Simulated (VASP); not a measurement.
# CaSe (P6_3/mmc) in VASP: settings compared

CaSe is run at these levels: r2SCAN, PBE; tasks: single point.

All numbers are computed with VASP 6.6.1; they aren't measurements. Logs are shortened: lines on timing, memory, paths and dates and some standing lists are left out, and cuts for length are marked.

### 1 The cell of the first run

The structure is hexagonal, space group P6_3/mmc (No. 194). The conventional cell has a = 4.213 Å, b = 4.213 Å, c = 7.303 Å, α = 90.00°, β = 90.00°, γ = 120.00°. Within 4.0 Å of Ca (site symmetry -3m) lie 6 Se at 3.04 Å and 2 Ca at 3.65 Å. Se (site symmetry -6m2) has 6 Ca at 3.04 Å within 4.0 Å.

### 2 Single point, r2SCAN (volume changed by +6%)

The input, POSCAR:

```
CaSe
1.0
    4.2127161275      0.0000000000      0.0000000000
   -2.1063580638      3.6483191854      0.0000000000
    0.0000000000      0.0000000000      7.3029801240
Ca Se
2 2
Direct
    0.0000000000      0.0000000000      0.0000000000
    0.0000000000      0.0000000000      0.5000000000
    0.3333333333      0.6666666667      0.2500000000
    0.6666666667      0.3333333333      0.7500000000
```

The input, INCAR.step1:

```
SYSTEM = CaSe
  PREC = Accurate
  ENCUT = 520
  ISMEAR = 0
  SIGMA = 0.01
  LREAL = .False.
  LASPH = .True.
  NELM = 100
  NBANDS = 24
  GGA = PE
  ALGO = Normal
  EDIFF = 1E-4
  LWAVE = .True.
  LCHARG = .False.
```

The input, INCAR.step2:

```
SYSTEM = CaSe
  PREC = Accurate
  ENCUT = 520
  EDIFF = 1E-6
  ISMEAR = 0
  SIGMA = 0.01
  LREAL = .False.
  LASPH = .True.
  NELM = 100
  ALGO = Normal
  ISIF = 2
  LWAVE = .False.
  LCHARG = .False.
  METAGGA = R2SCAN
  LMIXTAU = .True.
  NBANDS = 24
  ISTART = 1
```

The input, KPOINTS:

```
regular mesh
0
Gamma
  6 6 4
  0 0 0
```

Potentials or basis: VASP PAW PBE potentials, release 64 (Ca_sv, Se).

On the command line:

```
$ cat potpaw_PBE.64/Ca_sv/POTCAR potpaw_PBE.64/Se/POTCAR > POTCAR
$ cp INCAR.step1 INCAR
$ mpirun -np 1 vasp_std > vasp.out
$ cp INCAR.step2 INCAR
$ mpirun -np 1 vasp_std > vasp.out
```

OUTCAR:

```text
SYSTEM = CaSe
   PREC = Accurate
   ENCUT = 520
   EDIFF = 1E-6
   ISMEAR = 0
   LREAL = .False.
   LASPH = .True.
   NELM = 100
   ISIF = 2
   METAGGA = R2SCAN
   ISTART = 1

 ion  position               nearest neighbor table
   1  0.000  0.000  0.000-
   2  0.000  0.000  0.500-
   3  0.333  0.667  0.250-
   4  0.667  0.333  0.750-

  LATTYP: Found a hexagonal cell.
 ALAT       =     4.2127161275
 C/A-ratio  =     1.7335561911

  Lattice vectors:

 A1 = (   4.2127161275,   0.0000000000,   0.0000000000)
 A2 = (  -2.1063580638,   3.6483191854,   0.0000000000)
 A3 = (   0.0000000000,   0.0000000000,   7.3029801240)

Analysis of symmetry for initial positions (statically):
=====================================================================
 Subroutine PRICEL returns:
 Original cell was already a primitive cell.

 Routine SETGRP: Setting up the symmetry group for a
 hexagonal supercell.

 Subroutine GETGRP returns: Found 24 space group operations
 (whereof 12 operations were pure point group operations)
 out of a pool of 24 trial point group operations.

The static configuration has the point symmetry D_3d.
 The point group associated with its full space group is D_6h.

Analysis of symmetry for dynamics (positions and initial velocities):
=====================================================================
 Subroutine PRICEL returns:
 Original cell was already a primitive cell.

 Routine SETGRP: Setting up the symmetry group for a
 hexagonal supercell.

 Subroutine GETGRP returns: Found 24 space group operations
 (whereof 12 operations were pure point group operations)
 out of a pool of 24 trial point group operations.

The dynamic configuration has the point symmetry D_3d.
 The point group associated with its full space group is D_6h.

 Subroutine INISYM returns: Found 24 space group operations
 (whereof 12 operations are pure point group operations),
 and found     1 'primitive' translations

----------------------------------------------------------------------------------------

                                     Primitive cell

  volume of cell :     112.2419

  direct lattice vectors                    reciprocal lattice vectors
[... 83 lines left out ...]
   LSORBIT =      F    spin-orbit coupling
   LASPH  =      T    aspherical Exc in radial PAW
   ENCUT  =  520.0 eV  38.22 Ry    6.18 a.u.   7.83  7.83 13.58*2*pi/ulx,y,z
   NELM   =    100;   NELMIN=  2; NELMDL=  0     # of ELM steps
   EDIFF  = 0.1E-05   stopping-criterion for ELM
   LREAL  =      F    real-space projection
   EDIFFG = 0.1E-04   stopping-criterion for IOM
   NSW    =      0    number of steps for IOM
   IBRION =     -1    ionic relax: 0-MD 1-quasi-New 2-CG
   NFREE  =      0    steps in history (QN), initial steepest desc. (CG)
   ISIF   =      2    stress and relaxation
   ISYM   =      2    0-nonsym 1-usesym 2-fastsym
   POTIM  = 0.5000    time-step for ionic-motion
   TEBEG  =    0.0;   TEEND  =   0.0 temperature during run
   PSTRESS=    0.0 pullay stress
   NELECT =      32.0000    total number of electrons
   NUPDOWN=      -1.0000    fix difference up-down
   EMIN   =  10.00;   EMAX   =-10.00  energy-range for DOS
   EFERMI =   0.00;   METHOD = LEGACY
   ISMEAR =     0;   SIGMA  =   0.01  broadening in eV -4-tet -1-fermi 0-gaus
   EFERMI_NEDOS =   21; number of points for ismear=-14 and -15
   IALGO  =     38    algorithm
   IMIX   =      4    mixing-type and parameters
     AMIX     =   0.40;   BMIX     =  1.00
     AMIX_MAG =   1.60;   BMIX_MAG =  1.00
  volume/ion in A,a.u.               =      28.06       189.36
  Fermi-wavevector in a.u.,A,eV,Ry     =   1.077473  2.036129 15.795661  1.160948
  Thomas-Fermi vector in A             =   2.213386
   LORBIT       =      0    0 simple, 1 ext, 2 COOP (PROOUT), +10 PAW based schemes
   METAGGA = R2SCAN    functional components
   LHFCALC =     F    Hartree Fock is set to
   AEXX    =    0.0000 exact exchange contribution
   IVDW    =     0    specifies the selected vdW correction
   LEPSILON=     F    determine dielectric tensor
   LRPA    =     F    only Hartree local field effects (RPA)
 non-spin polarized calculation
 Gauss-broadening in eV      SIGMA  =   0.01
  energy-cutoff  :      520.00
  volume of cell :      112.24
 maximum number of plane-waves:      3050
 NGX is ok and might be reduce to    32
   NGX = 15   NGY = 15   NGZ = 27

 number of electron      31.9999999 magnetization

 Free energy of the ion-electron system (eV)
  ---------------------------------------------------
  ext. energy  EPLUGINS =         0.00000000
  ---------------------------------------------------
  free energy    TOTEN  =       -51.60501994 eV

  energy without entropy =      -51.60501994  energy(sigma->0) =      -51.60501994

 E-fermi :   1.8868     XC(G=0):  -9.2086

 val. band max:        1.7645771977   @ k =   0.0000   0.0000   0.0000
 cond. band min:       4.5380751523   @ k =   0.5000   0.0000   0.0000
 fundamental gap:      2.7734979546
 Fermi energy:         1.8867815629

 k-point     1 :       0.0000    0.0000    0.0000
  band No.  band energies     occupation
      1     -39.9583      2.00000
      2     -39.9467      2.00000
      3     -20.1884      2.00000
      4     -20.0600      2.00000
      5     -20.0599      2.00000
      6     -20.0420      2.00000
[... 556 lines left out ...]
     23       7.6230      0.00000
     24       7.6230      0.00000

------------------------ aborting loop because EDIFF is reached ----------------------------------------

  FORCE on cell =-STRESS in cart. coord.  units (eV):
  Direction    XX          YY          ZZ          XY          YZ          ZX
  --------------------------------------------------------------------------------------
  -------------------------------------------------------------------------------------
  Total       -1.6857358     -1.6857358     -1.8383058      0.0000000      0.0000000     -0.0000000
  in kB      -24.0627325    -24.0627325    -26.2405654      0.0000000      0.0000000     -0.0000000
  external PRESSURE =     -24.7886768 kB  Pullay stress =       0.0000000 kB

 VOLUME and BASIS-vectors are now :
 -----------------------------------------------------------------------------
  energy-cutoff  :      520.00
  volume of cell :      112.24
      direct lattice vectors                 reciprocal lattice vectors
     4.212716128  0.000000000  0.000000000     0.237376545  0.137049412  0.000000000
    -2.106358064  3.648319185  0.000000000     0.000000000  0.274098824  0.000000000
     0.000000000  0.000000000  7.302980124     0.000000000  0.000000000  0.136930401

 POSITION                                       TOTAL-FORCE (eV/Angst)
 -----------------------------------------------------------------------------------
      0.00000      0.00000      0.00000         0.000000      0.000000     -0.000000
      0.00000      0.00000      3.65149         0.000000      0.000000     -0.000000
     -0.00000      2.43221      1.82575         0.000000     -0.000000      0.000000
      2.10636      1.21611      5.47724        -0.000000     -0.000000     -0.000000
 -----------------------------------------------------------------------------------
    total drift:                                0.000000     -0.000000      0.000000

  FREE ENERGIE OF THE ION-ELECTRON SYSTEM (eV)
  ---------------------------------------------------
  free  energy   TOTEN  =       -51.6050199440 eV

  energy  without entropy=      -51.6050199440  energy(sigma->0) =      -51.60501994
```

OUTCAR.step1:

```text
SYSTEM = CaSe
   PREC = Accurate
   ENCUT = 520
   ISMEAR = 0
   LREAL = .False.
   LASPH = .True.
   NELM = 100
[... 792 lines left out ...]
      0.00000      0.00000      3.65149         0.000000      0.000000      0.000000
     -0.00000      2.43221      1.82575        -0.000000     -0.000000     -0.000000
      2.10636      1.21611      5.47724         0.000000      0.000000      0.000000
 -----------------------------------------------------------------------------------
    total drift:                                0.000000     -0.000000      0.000000

  FREE ENERGIE OF THE ION-ELECTRON SYSTEM (eV)
  ---------------------------------------------------
  free  energy   TOTEN  =       -18.6683783500 eV

  energy  without entropy=      -18.6683783500  energy(sigma->0) =      -18.66837835
```

OSZICAR.step1:

```text
N       E                     dE             d eps       ncg     rms          rms(c)
DAV:   1     0.263697378307E+03    0.26370E+03   -0.14819E+04  1008   0.122E+03
DAV:   2    -0.627389671500E+00   -0.26432E+03   -0.25233E+03  1160   0.319E+02
DAV:   3    -0.181253871225E+02   -0.17498E+02   -0.17344E+02  1680   0.710E+01
DAV:   4    -0.189698621454E+02   -0.84448E+00   -0.84120E+00  1600   0.134E+01
DAV:   5    -0.189879572627E+02   -0.18095E-01   -0.18094E-01  1448   0.148E+00    0.600E+00
DAV:   6    -0.186722315435E+02    0.31573E+00   -0.69672E-01  1312   0.301E+00    0.358E+00
DAV:   7    -0.186610941874E+02    0.11137E-01   -0.33536E-01  1480   0.262E+00    0.990E-01
DAV:   8    -0.186670697046E+02   -0.59755E-02   -0.43499E-02  1408   0.105E+00    0.135E-01
DAV:   9    -0.186678591813E+02   -0.78948E-03   -0.27830E-03  1360   0.304E-01    0.893E-02
DAV:  10    -0.186683370313E+02   -0.47785E-03   -0.62793E-04  1184   0.136E-01    0.272E-02
DAV:  11    -0.186683783500E+02   -0.41319E-04   -0.25309E-04  1120   0.101E-01
   1 F= -.18668378E+02 E0= -.18668378E+02  d E =-.382509E-65
```

It took 3 min on 1 thread of Intel Xeon 6975P-C, shared host; peak memory 0.26 GiB.

What came out:

```yaml
Free_energy: -51.6050 eV
Pressure: -2.5 GPa
Band_gap_on_the_k_mesh: 2.77 eV, indirect (least direct gap 2.99 eV)
```

Caveat: the cell differs from its parent crystal (volume changed by +6%); the PAW data sets were made with another functional, which shifts forces and pressure a little. A k mesh can miss the band edges.

### 3 Single point, PBE

This run uses another cell than the first one, of 26.47 Å³/atom, 0.943 times its volume.

The input, INCAR:

```
SYSTEM = CaSe
ALGO = Normal
EDIFF = 1E-6
ENCUT = 520
GGA = PE
ISIF = 2
ISMEAR = 0
LASPH = .True.
LCHARG = .True.
LELF = .True.
LREAL = .False.
LVHAR = .True.
LWAVE = .False.
NBANDS = 24
NELM = 60
PREC = Accurate
SIGMA = 0.01
```

The input, KPOINTS:

```
k-points
0
Gamma
  12 12 4
  0 0 0
```

The input, POSCAR:

```
CaSe
1.0
    4.1316821786      0.0000000000      0.0000000000
   -2.0658410893      3.5781417271      0.0000000000
    0.0000000000      0.0000000000      7.1625032202
Ca Se
2 2
Direct
    0.0000000000      0.0000000000      0.0000000000
    0.0000000000      0.0000000000      0.5000000000
    0.3333333333      0.6666666667      0.2500000000
    0.6666666667      0.3333333333      0.7500000000
```

Potentials or basis: VASP PAW PBE potentials, release 64 (Ca_sv, Se).

On the command line:

```
$ cat potpaw_PBE.64/Ca_sv/POTCAR potpaw_PBE.64/Se/POTCAR > POTCAR
$ mpirun -np 1 vasp_std > vasp.out
```

OUTCAR:

```text
SYSTEM = CaSe
   EDIFF = 1E-6
   ENCUT = 520
   GGA = PE
   ISIF = 2
   ISMEAR = 0
   LASPH = .True.
   LREAL = .False.
   NELM = 60
   PREC = Accurate

 ion  position               nearest neighbor table
   1  0.000  0.000  0.000-   3 2.98   4 2.98   4 2.98   3 2.98   4 2.98   3 2.98
   2  0.000  0.000  0.500-   3 2.98   4 2.98   4 2.98   3 2.98   4 2.98   3 2.98
   3  0.333  0.667  0.250-   1 2.98   2 2.98   1 2.98   2 2.98   1 2.98   2 2.98
   4  0.667  0.333  0.750-   1 2.98   2 2.98   1 2.98   2 2.98   1 2.98   2 2.98

  LATTYP: Found a hexagonal cell.
 ALAT       =     4.1316821786
 C/A-ratio  =     1.7335561911

  Lattice vectors:

 A1 = (   4.1316821786,   0.0000000000,   0.0000000000)
 A2 = (  -2.0658410893,   3.5781417271,   0.0000000000)
 A3 = (   0.0000000000,   0.0000000000,   7.1625032202)

Analysis of symmetry for initial positions (statically):
=====================================================================
 Subroutine PRICEL returns:
 Original cell was already a primitive cell.

 Routine SETGRP: Setting up the symmetry group for a
 hexagonal supercell.
[... 168 lines left out ...]
  ext. energy  EPLUGINS =         0.00000000
  ---------------------------------------------------
  free energy    TOTEN  =       -18.69171638 eV

  energy without entropy =      -18.69171638  energy(sigma->0) =      -18.69171638

 E-fermi :   2.4516     XC(G=0):  -9.0404

 val. band max:        2.4095192596   @ k =   0.0000   0.0000   0.0000
 cond. band min:       4.6053552758   @ k =   0.5000   0.0000   0.0000
 fundamental gap:      2.1958360162
 Fermi energy:         2.4515502426

 k-point     1 :       0.0000    0.0000    0.0000
  band No.  band energies     occupation
      1     -37.5674      2.00000
      2     -37.5517      2.00000
      3     -18.7272      2.00000
      4     -18.5643      2.00000
      5     -18.5643      2.00000
      6     -18.5418      2.00000
[... 637 lines left out ...]
     23       7.9976      0.00000
     24       8.0177      0.00000

 [... further k-points ...]
[... 5 lines left out ...]
  --------------------------------------------------------------------------------------
  -------------------------------------------------------------------------------------
  Total        0.4790844      0.4790844      0.6026956      0.0000000     -0.0000000      0.0000000
  in kB        7.2489212      7.2489212      9.1192542      0.0000000     -0.0000000      0.0000000
  external PRESSURE =       7.8723655 kB  Pullay stress =       0.0000000 kB

 VOLUME and BASIS-vectors are now :
 -----------------------------------------------------------------------------
  energy-cutoff  :      520.00
  volume of cell :      105.89
      direct lattice vectors                 reciprocal lattice vectors
     4.131682179  0.000000000  0.000000000     0.242032169  0.139737338  0.000000000
    -2.065841089  3.578141727  0.000000000     0.000000000  0.279474676  0.000000000
     0.000000000  0.000000000  7.162503220     0.000000000  0.000000000  0.139615993

 POSITION                                       TOTAL-FORCE (eV/Angst)
 -----------------------------------------------------------------------------------
      0.00000      0.00000      0.00000        -0.000000      0.000000     -0.000000
      0.00000      0.00000      3.58125        -0.000000      0.000000     -0.000000
     -0.00000      2.38543      1.79063        -0.000000      0.000000      0.000000
      2.06584      1.19271      5.37188         0.000000     -0.000000      0.000000
 -----------------------------------------------------------------------------------
    total drift:                                0.000000     -0.000000      0.000000

  FREE ENERGIE OF THE ION-ELECTRON SYSTEM (eV)
  ---------------------------------------------------
  free  energy   TOTEN  =       -18.6917163827 eV

  energy  without entropy=      -18.6917163827  energy(sigma->0) =      -18.69171638
```

OSZICAR:

```text
N       E                     dE             d eps       ncg     rms          rms(c)
DAV:   1     0.262790406118E+03    0.26279E+03   -0.14863E+04  2736   0.123E+03
DAV:   2    -0.882164465395E+00   -0.26367E+03   -0.25188E+03  3112   0.326E+02
DAV:   3    -0.181546297638E+02   -0.17272E+02   -0.17104E+02  4568   0.717E+01
DAV:   4    -0.189729702251E+02   -0.81834E+00   -0.81553E+00  4208   0.132E+01
DAV:   5    -0.189930558251E+02   -0.20086E-01   -0.20084E-01  3952   0.164E+00    0.596E+00
DAV:   6    -0.187028318864E+02    0.29022E+00   -0.58963E-01  3528   0.287E+00    0.359E+00
DAV:   7    -0.186855536276E+02    0.17278E-01   -0.30818E-01  3992   0.263E+00    0.949E-01
DAV:   8    -0.186905555312E+02   -0.50019E-02   -0.37236E-02  3920   0.989E-01    0.125E-01
DAV:   9    -0.186913035142E+02   -0.74798E-03   -0.21160E-03  3768   0.282E-01    0.819E-02
DAV:  10    -0.186916821161E+02   -0.37860E-03   -0.49134E-04  4544   0.120E-01    0.258E-02
DAV:  11    -0.186917210095E+02   -0.38893E-04   -0.20144E-04  3616   0.904E-02    0.134E-02
DAV:  12    -0.186917169637E+02    0.40458E-05   -0.19466E-05  4080   0.237E-02    0.503E-03
DAV:  13    -0.186917163827E+02    0.58103E-06   -0.16155E-06  2888   0.809E-03
   1 F= -.18691716E+02 E0= -.18691716E+02  d E =-.416641E-12
```

Wall time 2.1 min (1 thread of Intel Xeon 6975P-C, shared host); peak memory 0.31 GiB.

Results:

- Free energy: -18.6917 eV
- Pressure: 0.8 GPa
- Band gap on the k mesh: 2.20 eV, indirect (least direct gap 2.43 eV)

A k mesh can miss the band edges. PBE gaps usually lie below the measured ones, often by a third to a half.

(Continued in part 2 of 2.)
